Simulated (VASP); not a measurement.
Wanted: the native input for a VASP 6.6.1 run.

* Task: electric field gradients
* Functional: PBE
* Potentials or basis: VASP PAW PBE potentials, release 64 (Nb_sv)
* Cutoff: 520 eV
* k mesh: 13 × 13 × 13
* Occupations: fermi-dirac, width 0.08 eV
* Spin: no spin polarisation
* Dipole correction: no
* Further INCAR settings: ALGO = Normal; EDIFF = 1e-08; NBANDS = 12

The structure of Nb lies in POSCAR:

```
Nb
1.0
    0.0000000000      2.1220266297      2.1220266297
    2.1220266297      0.0000000000      2.1220266297
    2.1220266297      2.1220266297      0.0000000000
Nb
1
Direct
    0.0000000000      0.0000000000      0.0000000000
```

This cell differs from its parent crystal: volume scaled by 1.01.

The input as run:

INCAR

```
SYSTEM = Nb
  ALGO = Normal
  EDIFF = 1E-8
  ENCUT = 520
  GGA = PE
  ISIF = 2
  ISMEAR = -1
  LASPH = .TRUE.
  LCHARG = .FALSE.
  LEFG = .TRUE.
  LREAL = .FALSE.
  LWAVE = .FALSE.
  NBANDS = 12
  NELM = 60
  PREC = Accurate
  SIGMA = 0.08
```

KPOINTS

```
k-points
0
G
  13 13 13
  0 0 0
```

Potentials or basis: VASP PAW PBE potentials, release 64 (Nb_sv).

Run with:

```sh
$ cat potpaw_PBE.64/Nb_sv/POTCAR > POTCAR
$ mpirun -np 1 vasp_std > vasp.out
```

Results of the run:

- Pressure: -3.0 GPa

Caveat: without QUAD_EFG the Cq values of the log hold for a quadrupole moment of 1 mb, not for the nuclei.

Wall time 10 s on 1 thread of Intel Xeon 6975P-C, on a shared host, peak memory 0.15 GiB.
